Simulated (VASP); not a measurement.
Write the native input for VASP 6.6.1 that does the following.

| Property | Result |
| --- | --- |
| Task | relaxation of cell and atoms |
| Functional | LDA |
| Potentials or basis | VASP PAW LDA potentials, release 64 (Li_sv, F) |
| Cutoff | 600 eV |
| k mesh | 10 × 10 × 10 |
| Occupations | gaussian, width 0.02 eV |
| Spin | no spin polarisation |
| Dipole correction | no |
| Further INCAR settings | ALGO = Normal; EDIFF = 1e-07; IBRION = 2; EDIFFG = -0.002; NSW = 100; ISIF = 3 |

The structure of LiF (lda) lies in POSCAR:

```
LiF
1.0
    0.0000000000      2.0140000000      2.0140000000
    2.0140000000      0.0000000000      2.0140000000
    2.0140000000      2.0140000000      0.0000000000
Li F
1 1
Direct
    0.0000000000      0.0000000000      0.0000000000
    0.5000000000      0.5000000000      0.5000000000
```

The input as run:

INCAR

```
ALGO = Normal
EDIFF = 1E-7
EDIFFG = -0.002
ENCUT = 600
GGA = CA
IBRION = 2
ISIF = 3
ISMEAR = 0
LASPH = True
LCHARG = False
LREAL = False
LWAVE = False
NELM = 100
NSW = 100
PREC = Accurate
SIGMA = 0.02
```

KPOINTS

```
k-points
0
Gamma
  10 10 10
```

Potentials or basis: VASP PAW LDA potentials, release 64 (Li_sv, F).

Run with:

```console
$ cat potpaw_LDA.64/Li_sv/POTCAR potpaw_LDA.64/F/POTCAR > POTCAR
$ mpirun -np 1 vasp_std > vasp.out
```

It gave:

* Relaxed volume: 7.40 Å³/atom
* Relaxed cell: a = 2.755 Å, b = 2.755 Å, c = 2.755 Å, α = 60.00°, β = 60.00°, γ = 60.00°
* Space group after relaxing (to 0.05 Å): Fm-3m (No. 225)
* Energy gained by relaxing: 18.5 meV/atom
* Ionic steps: 4
* Pressure after relaxing: 0.0 GPa
* Band gap on the k mesh: 9.79 eV, direct

Caveat: the cutoff is under 1.25 times the usual one of these potentials, so pressure, stress and relaxed cells hold a basis-set (Pulay) error.

Run time: 11 s on 1 thread of Intel(R) Xeon(R) Platinum 8488C (Sapphire Rapids), with other jobs on the host, peak memory 0.12 GiB.
